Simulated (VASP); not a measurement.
Wanted: the native input for a VASP 6.6.1 run.

- Task: single point
- Functional: PBEsol
- Potentials or basis: VASP PAW PBE potentials, release 64 (Al, O)
- Cutoff: 520 eV
- k mesh: 6 × 6 × 6
- Occupations: gaussian, width 0.05 eV
- Spin: no spin polarisation
- Dipole correction: no
- Further INCAR settings: ALGO = Normal; EDIFF = 1e-07; NBANDS = 35

The structure of Al2O3 lies in POSCAR:

```
Al2O3
1.0
    2.5032663946      1.4452615268      3.9429783403
   -2.5032663946      1.4452615268      3.9429783403
    0.0000000000     -2.8905230535      3.9429783403
Al O
4 6
Direct
    0.8405082487      0.8405082487      0.8405082487
    0.6594917513      0.6594917513      0.6594917513
    0.1594917513      0.1594917513      0.1594917513
    0.3405082487      0.3405082487      0.3405082487
    0.0558571577      0.4441428423      0.7500000000
    0.7500000000      0.0558571577      0.4441428423
    0.4441428423      0.7500000000      0.0558571577
    0.9441428423      0.5558571577      0.2500000000
    0.2500000000      0.9441428423      0.5558571577
    0.5558571577      0.2500000000      0.9441428423
```

This cell differs from its parent crystal: c/a of the conventional cell at fixed volume 2.3627.

The input as run:

INCAR

```
  PREC = Accurate
  ENCUT = 520
  EDIFF = 1E-7
  ISMEAR = 0
  SIGMA = 0.05
  LREAL = False
  LASPH = True
  NELM = 60
  ALGO = Normal
  ISIF = 2
  LWAVE = False
  LCHARG = False
  GGA = PS
  NBANDS = 35
```

KPOINTS

```
regular mesh
0
Gamma
  6 6 6
```

Potentials or basis: VASP PAW PBE potentials, release 64 (Al, O).

Launch:

```sh
$ cat potpaw_PBE.64/Al/POTCAR potpaw_PBE.64/O/POTCAR > POTCAR
$ mpirun -np 1 vasp_std > vasp.out
```

Results of the run:

* Pressure: 7.6 GPa
* Largest force: 6.094 eV/Å
* Band gap on the k mesh: 4.92 eV, direct

Caveat: the PAW data sets were made with another functional, which shifts forces and pressure a little.

Wall time 63 s on 1 thread of Intel Xeon 6975P-C, with other jobs on the host, peak memory 0.23 GiB.
